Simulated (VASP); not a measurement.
# Ni (Fm-3m) in VASP: a series of runs, part 2 of 3

VASP 6.6.1.

## 3. Single point, PBE, collinear spin, ferromagnetic start

Input file INCAR:

```
SYSTEM = Ni
  ALGO = Normal
  EDIFF = 1E-6
  ENCUT = 520
  GGA = PE
  ISIF = 2
  ISMEAR = -1
  ISPIN = 2
  ISYM = 0
  LASPH = .TRUE.
  LCHARG = .FALSE.
  LMAXMIX = 4
  LORBIT = 11
  LREAL = .FALSE.
  LWAVE = .FALSE.
  MAGMOM = 2 2
  NBANDS = 21
  NELM = 150
  PREC = Accurate
  SIGMA = 0.05
```

Input file KPOINTS:

```
k-points
0
G
  12 7 10
  0 0 0
```

Input file POSCAR:

```
Ni
1.0
    0.0000000000     -1.7680500000     -1.7680500000
   -3.5361000000     -1.7680500000     -1.7680500000
    0.0000000000      1.7680500000     -1.7680500000
Ni
2
Direct
    0.0000000000      0.0000000000      0.0000000000
    0.0000000000      0.5000000000      0.5000000000
```

Potentials or basis: VASP PAW PBE potentials, release 64 (Ni).

Run with:

```sh
$ cat potpaw_PBE.64/Ni/POTCAR > POTCAR
$ mpirun -np 1 vasp_std > vasp.out
```

OUTCAR:

```text
SYSTEM = Ni
   EDIFF = 1E-6
   ENCUT = 520
   GGA = PE
   ISIF = 2
   ISMEAR = -1
   ISPIN = 2
   ISYM = 0
   LASPH = .TRUE.
   LORBIT = 11
   LREAL = .FALSE.
   NELM = 150
   PREC = Accurate

 ion  position               nearest neighbor table
   1  0.000  0.000  0.000-   2 2.50   2 2.50   2 2.50   2 2.50   2 2.50   2 2.50   2 2.50   2 2.50

   2  0.000  0.500  0.500-   1 2.50   1 2.50   1 2.50   1 2.50   1 2.50   1 2.50   1 2.50   1 2.50

IMPORTANT INFORMATION: All symmetrisations will be switched off!
NOSYMM: (Re-)initialisation of all symmetry stuff for point group C_1.

----------------------------------------------------------------------------------------

                                     Primitive cell

  volume of cell :      22.1077

  direct lattice vectors                    reciprocal lattice vectors
     0.000000000 -1.768050000 -1.768050000     0.282797432 -0.282797432 -0.282797432
    -3.536100000 -1.768050000 -1.768050000    -0.282797432  0.000000000  0.000000000
     0.000000000  1.768050000 -1.768050000     0.000000000  0.282797432 -0.282797432

  length of vectors
     2.500400289  4.330820340  2.500400289     0.489819521  0.282797432  0.399935964

  position of ions in fractional coordinates (direct lattice)
     0.000000000  0.000000000  0.000000000
     0.000000000  0.500000000  0.500000000

  ion indices of the primitive-cell ions
   primitive index   ion index
                 1           1
                 2           2

----------------------------------------------------------------------------------------

 KPOINTS: k-points

Automatic generation of k-mesh.
 Grid dimensions read from file:
 generate k-points for:   12    7   10

 Generating k-lattice:

  Cartesian coordinates                     Fractional coordinates (reciprocal lattice)
     0.023566453 -0.023566453 -0.023566453     0.083333333  0.000000000  0.000000000
    -0.040399633  0.000000000  0.000000000     0.000000000  0.142857143  0.000000000
     0.000000000  0.028279743 -0.028279743     0.000000000  0.000000000  0.100000000

  Length of vectors
     0.040818293  0.040399633  0.039993596

  Shift w.r.t. Gamma in fractional coordinates (k-lattice)
     0.000000000  0.000000000  0.000000000

 -----------------------------------------------------------------------------
|                                                                             |
|           W    W    AA    RRRRR   N    N  II  N    N   GGGG   !!!           |
|           W    W   A  A   R    R  NN   N  II  NN   N  G    G  !!!           |
|           W    W  A    A  R    R  N N  N  II  N N  N  G       !!!           |
|           W WW W  AAAAAA  RRRRR   N  N N  II  N  N N  G  GGG   !            |
|           WW  WW  A    A  R   R   N   NN  II  N   NN  G    G                |
|           W    W  A    A  R    R  N    N  II  N    N   GGGG   !!!           |
|                                                                             |
|     Your reciprocal lattice and k-lattice belong to different lattice       |
|     classes:                                                                |
|                                                                             |
|        The reciprocal lattice is simple tetragonal,                         |
|        whereas your k-lattice is simple monoclinic.                         |
|                                                                             |
|     Results are often still useful ...                                      |
|                                                                             |
 -----------------------------------------------------------------------------

 WARNING: IBZKPT: internal override: KBLOWUP is changed to .FALSE.
      ... skipping the blow-up phase ...

 Subroutine IBZKPT returns following result:
 ===========================================

 Found    422 irreducible k-points:

[... 44 lines left out ...]
   NELM   =    150;   NELMIN=  2; NELMDL= -5     # of ELM steps
   EDIFF  = 0.1E-05   stopping-criterion for ELM
   LREAL  =      F    real-space projection
   EDIFFG = 0.1E-04   stopping-criterion for IOM
   NSW    =      0    number of steps for IOM
   IBRION =     -1    ionic relax: 0-MD 1-quasi-New 2-CG
   NFREE  =      0    steps in history (QN), initial steepest desc. (CG)
   ISIF   =      2    stress and relaxation
   ISYM   =      0    0-nonsym 1-usesym 2-fastsym
   POTIM  = 0.5000    time-step for ionic-motion
   TEBEG  =    0.0;   TEEND  =   0.0 temperature during run
   PSTRESS=    0.0 pullay stress
   NELECT =      20.0000    total number of electrons
   NUPDOWN=      -1.0000    fix difference up-down
   EMIN   =  10.00;   EMAX   =-10.00  energy-range for DOS
   EFERMI =   0.00;   METHOD = LEGACY
   ISMEAR =    -1;   SIGMA  =   0.05  broadening in eV -4-tet -1-fermi 0-gaus
   EFERMI_NEDOS =   21; number of points for ismear=-14 and -15
   IALGO  =     38    algorithm
   IMIX   =      4    mixing-type and parameters
     AMIX     =   0.40;   BMIX     =  1.00
     AMIX_MAG =   1.60;   BMIX_MAG =  1.00
  volume/ion in A,a.u.               =      11.05        74.60
  Fermi-wavevector in a.u.,A,eV,Ry     =   1.583326  2.992052 34.108726  2.506921
  Thomas-Fermi vector in A             =   2.683113
   LORBIT       =     11    0 simple, 1 ext, 2 COOP (PROOUT), +10 PAW based schemes
   GGA     = PE    functional components
   LHFCALC =     F    Hartree Fock is set to
   AEXX    =    0.0000 exact exchange contribution
   IVDW    =     0    specifies the selected vdW correction
   LEPSILON=     F    determine dielectric tensor
   LRPA    =     F    only Hartree local field effects (RPA)
 spin polarized calculation
  energy-cutoff  :      520.00
  volume of cell :       22.11
 maximum number of plane-waves:       612
   NGX =  9   NGY = 17   NGZ =  9

 number of electron      19.9999987 magnetization       1.2908626

 Free energy of the ion-electron system (eV)
  ---------------------------------------------------
  ext. energy  EPLUGINS =         0.00000000
  ---------------------------------------------------
  free energy    TOTEN  =       -10.95231826 eV

  energy without entropy =      -10.92295600  energy(sigma->0) =      -10.93763713

 E-fermi :   9.1568     XC(G=0): -13.1626

 val. band max:        9.1557761840   @ k =   0.1667  -0.1429   0.2000
 cond. band min:       9.1569776038   @ k =   0.4167  -0.0000   0.2000
 fundamental gap:      0.0012014198
 Fermi energy:         9.1568052358

 spin component 1

 k-point     1 :       0.0000    0.0000    0.0000
  band No.  band energies     occupation
      1       0.2529      1.00000
      2       4.5925      1.00000
      3       5.0227      1.00000
      4       6.7382      1.00000
      5       6.7481      1.00000
      6       6.7491      1.00000
[... 565 lines left out ...]
     20      36.8285      0.00000
     21      37.6463      0.00000

 [... further k-points ...]

 spin component 2

 k-point     1 :       0.0000    0.0000    0.0000
  band No.  band energies     occupation
      1       0.2181      1.00000
      2       4.9529      1.00000
      3       5.6697      1.00000
      4       7.5145      1.00000
      5       7.5206      1.00000
      6       7.5274      1.00000
[... 565 lines left out ...]
     20      36.8794      0.00000
     21      37.5668      0.00000

 [... further k-points ...]
[... 5 lines left out ...]
  --------------------------------------------------------------------------------------
  -------------------------------------------------------------------------------------
  Total       -0.3983436     -0.3757492     -0.3757520      0.0000626      0.0181368      0.0000620
  in kB      -28.8685425    -27.2310881    -27.2312915      0.0045375      1.3143981      0.0044927
  external PRESSURE =     -27.7769740 kB  Pullay stress =       0.0000000 kB

 VOLUME and BASIS-vectors are now :
 -----------------------------------------------------------------------------
  energy-cutoff  :      520.00
  volume of cell :       22.11
      direct lattice vectors                 reciprocal lattice vectors
     0.000000000 -1.768050000 -1.768050000     0.282797432 -0.282797432 -0.282797432
    -3.536100000 -1.768050000 -1.768050000    -0.282797432  0.000000000  0.000000000
     0.000000000  1.768050000 -1.768050000     0.000000000  0.282797432 -0.282797432

 POSITION                                       TOTAL-FORCE (eV/Angst)
 -----------------------------------------------------------------------------------
      0.00000      0.00000      0.00000         0.000000     -0.000000     -0.000000
     -1.76805      0.00000     -1.76805        -0.000000      0.000000      0.000000
 -----------------------------------------------------------------------------------
    total drift:                               -0.000001      0.000001      0.000000

  FREE ENERGIE OF THE ION-ELECTRON SYSTEM (eV)
  ---------------------------------------------------
  free  energy   TOTEN  =       -10.9523182583 eV

  energy  without entropy=      -10.9229560012  energy(sigma->0) =      -10.93763713

 total charge

# of ion       s       p       d       tot
------------------------------------------
    1        0.491   0.484   8.306   9.282
    2        0.491   0.484   8.306   9.282
--------------------------------------------------
tot          0.983   0.969  16.612  18.564

 magnetization (x)

# of ion       s       p       d       tot
------------------------------------------
    1       -0.006  -0.025   0.690   0.659
    2       -0.006  -0.025   0.690   0.659
--------------------------------------------------
tot         -0.012  -0.050   1.379   1.318
```

Wall time 8.4 min (1 thread of AMD EPYC 7R43 (Zen 3), shared host); peak memory 0.32 GiB.

Results:

```
Free energy                                           : -10.9523 eV
Pressure                                              : -2.8 GPa
Net moment                                            : 1.29 μB per cell
Site moments                                          : Ni +0.66 μB
Valence electrons inside the program's atomic spheres : Ni 9.28
```

Stress tensor (GPa, compression positive):
```
-2.89  0.00  0.00
 0.00 -2.72  0.13
 0.00  0.13 -2.72
```

Levels at points of the mesh, in eV from the Fermi level:
Spin up:
| k point | band 8 | band 9 | band 10 | band 11 | band 12 | band 13 | band 14 | band 15 |
| --- | --- | --- | --- | --- | --- | --- | --- | --- |
| (0.00, 0.00, 0.00) | -1.26 | -0.57 | -0.50 | -0.50 | 2.44 | 9.07 | 14.67 | 14.67 |
| (0.50, 0.00, 0.00) | -0.62 | -0.62 | -0.62 | -0.27 | -0.26 | 5.54 | 5.54 | 22.08 |
| (0.00, 0.00, 0.50) | -1.68 | -1.39 | -1.39 | 0.91 | 0.91 | 11.38 | 11.38 | 12.75 |
| (0.50, 0.00, 0.50) | -1.32 | -0.51 | -0.51 | 7.63 | 7.63 | 7.64 | 7.64 | 9.86 |
Spin down:
| k point | band 8 | band 9 | band 10 | band 11 | band 12 | band 13 |
| --- | --- | --- | --- | --- | --- | --- |
| (0.00, 0.00, 0.00) | -0.65 | 0.06 | 0.38 | 0.39 | 2.39 | 9.32 |
| (0.50, 0.00, 0.00) | -0.33 | 0.15 | 0.15 | 0.16 | 0.16 | 5.97 |
| (0.00, 0.00, 0.50) | -1.11 | -0.56 | -0.56 | 1.51 | 1.51 | 11.57 |
| (0.50, 0.00, 0.50) | -0.74 | 0.39 | 0.39 | 7.82 | 7.82 | 7.82 |

## 4. Single point, PBE, collinear spin, ferromagnetic start

Input file INCAR:

```
PREC     = Accurate       # precision mode
ENCUT    = 520            # plane-wave cutoff, eV
EDIFF    = 1E-6           # SCF threshold, eV
ISMEAR   = -1             # smearing method
SIGMA    = 0.05           # smearing width, eV
LREAL    = False          # projectors in reciprocal space
LASPH    = True           # aspherical terms in the spheres
NELM     = 150            # most SCF steps
ALGO     = Normal         # electronic algorithm
ISIF     = 2              # what is computed and relaxed
LWAVE    = False          # write WAVECAR
LCHARG   = True           # write CHGCAR
ISPIN    = 2              # spin polarisation
MAGMOM   = 2 2            # initial moments
LORBIT   = 11             # projections on sites
LMAXMIX  = 4              # l up to which the mixer works
GGA      = PE             # functional
LELF     = True           # ELF
LVHAR    = True         
NBANDS   = 21             # bands
ISYM     = 0
```

Input file KPOINTS:

```
regular mesh
0
Gamma
  12 7 10
```

POSCAR is that of step 3.

Potentials or basis: VASP PAW PBE potentials, release 64 (Ni).

Run with:

```sh
$ cat potpaw_PBE.64/Ni/POTCAR > POTCAR
$ mpirun -np 1 vasp_std > vasp.out
```

OUTCAR:

```text
PREC = Accurate
   ENCUT = 520
   EDIFF = 1E-6
   ISMEAR = -1
   LREAL = False
   LASPH = True
   NELM = 150
   ISIF = 2
   ISPIN = 2
   LORBIT = 11
   GGA = PE
   ISYM = 0

 ion  position               nearest neighbor table
   1  0.000  0.000  0.000-   2 2.50   2 2.50   2 2.50   2 2.50   2 2.50   2 2.50   2 2.50   2 2.50

   2  0.000  0.500  0.500-   1 2.50   1 2.50   1 2.50   1 2.50   1 2.50   1 2.50   1 2.50   1 2.50

IMPORTANT INFORMATION: All symmetrisations will be switched off!
NOSYMM: (Re-)initialisation of all symmetry stuff for point group C_1.

----------------------------------------------------------------------------------------

                                     Primitive cell

  volume of cell :      22.1077

  direct lattice vectors                    reciprocal lattice vectors
     0.000000000 -1.768050000 -1.768050000     0.282797432 -0.282797432 -0.282797432
    -3.536100000 -1.768050000 -1.768050000    -0.282797432  0.000000000  0.000000000
     0.000000000  1.768050000 -1.768050000     0.000000000  0.282797432 -0.282797432

[... 741 lines left out ...]
 k-point     1 :       0.0000    0.0000    0.0000
  band No.  band energies     occupation
      1       0.2181      1.00000
      2       4.9529      1.00000
      3       5.6697      1.00000
      4       7.5145      1.00000
      5       7.5206      1.00000
      6       7.5274      1.00000
[... 565 lines left out ...]
     20      36.8794      0.00000
     21      37.5668      0.00000

 [... further k-points ...]
[... 5 lines left out ...]
  --------------------------------------------------------------------------------------
  -------------------------------------------------------------------------------------
  Total       -0.3983436     -0.3757492     -0.3757520      0.0000626      0.0181368      0.0000620
  in kB      -28.8685425    -27.2310881    -27.2312915      0.0045375      1.3143981      0.0044927
  external PRESSURE =     -27.7769740 kB  Pullay stress =       0.0000000 kB

 VOLUME and BASIS-vectors are now :
 -----------------------------------------------------------------------------
  energy-cutoff  :      520.00
  volume of cell :       22.11
      direct lattice vectors                 reciprocal lattice vectors
     0.000000000 -1.768050000 -1.768050000     0.282797432 -0.282797432 -0.282797432
    -3.536100000 -1.768050000 -1.768050000    -0.282797432  0.000000000  0.000000000
     0.000000000  1.768050000 -1.768050000     0.000000000  0.282797432 -0.282797432

 POSITION                                       TOTAL-FORCE (eV/Angst)
 -----------------------------------------------------------------------------------
      0.00000      0.00000      0.00000         0.000000     -0.000000     -0.000000
     -1.76805      0.00000     -1.76805        -0.000000      0.000000      0.000000
 -----------------------------------------------------------------------------------
    total drift:                               -0.000001      0.000001      0.000000

  FREE ENERGIE OF THE ION-ELECTRON SYSTEM (eV)
  ---------------------------------------------------
  free  energy   TOTEN  =       -10.9523182583 eV

  energy  without entropy=      -10.9229560012  energy(sigma->0) =      -10.93763713

 total charge

# of ion       s       p       d       tot
------------------------------------------
    1        0.491   0.484   8.306   9.282
    2        0.491   0.484   8.306   9.282
--------------------------------------------------
tot          0.983   0.969  16.612  18.564

 magnetization (x)

# of ion       s       p       d       tot
------------------------------------------
    1       -0.006  -0.025   0.690   0.659
    2       -0.006  -0.025   0.690   0.659
--------------------------------------------------
tot         -0.012  -0.050   1.379   1.318
```

stdout:

```text
POSCAR found type information on POSCAR Ni
 POSCAR found :  1 types and       2 ions
 scaLAPACK will be used
 LDA part: xc-table for (Slater+PW92), standard interpolation
 -----------------------------------------------------------------------------
|                                                                             |
|           W    W    AA    RRRRR   N    N  II  N    N   GGGG   !!!           |
|           W    W   A  A   R    R  NN   N  II  NN   N  G    G  !!!           |
|           W    W  A    A  R    R  N N  N  II  N N  N  G       !!!           |
|           W WW W  AAAAAA  RRRRR   N  N N  II  N  N N  G  GGG   !            |
|           WW  WW  A    A  R   R   N   NN  II  N   NN  G    G                |
|           W    W  A    A  R    R  N    N  II  N    N   GGGG   !!!           |
|                                                                             |
|     Your reciprocal lattice and k-lattice belong to different lattice       |
|     classes:                                                                |
|                                                                             |
|        The reciprocal lattice is simple tetragonal,                         |
|        whereas your k-lattice is simple monoclinic.                         |
|                                                                             |
|     Results are often still useful ...                                      |
|                                                                             |
 -----------------------------------------------------------------------------

 POSCAR, INCAR and KPOINTS ok, starting setup
 FFT: planning ... GRIDC
 FFT: planning ... GRID_SOFT
 FFT: planning ... GRID
 WAVECAR not read
 entering main loop
```

Run time: 8.8 min. Hardware: 1 thread of AMD EPYC 7R43 (Zen 3), shared host; peak memory 0.32 GiB.

What came out:

```yaml
Free_energy: -10.9523 eV
Pressure: -2.8 GPa
Net_moment: 1.29 μB per cell
Site_moments: Ni +0.66 μB
Valence_electrons_inside_the_program's_atomic_spheres: Ni 9.28
```

(Continued in part 3 of 3.)
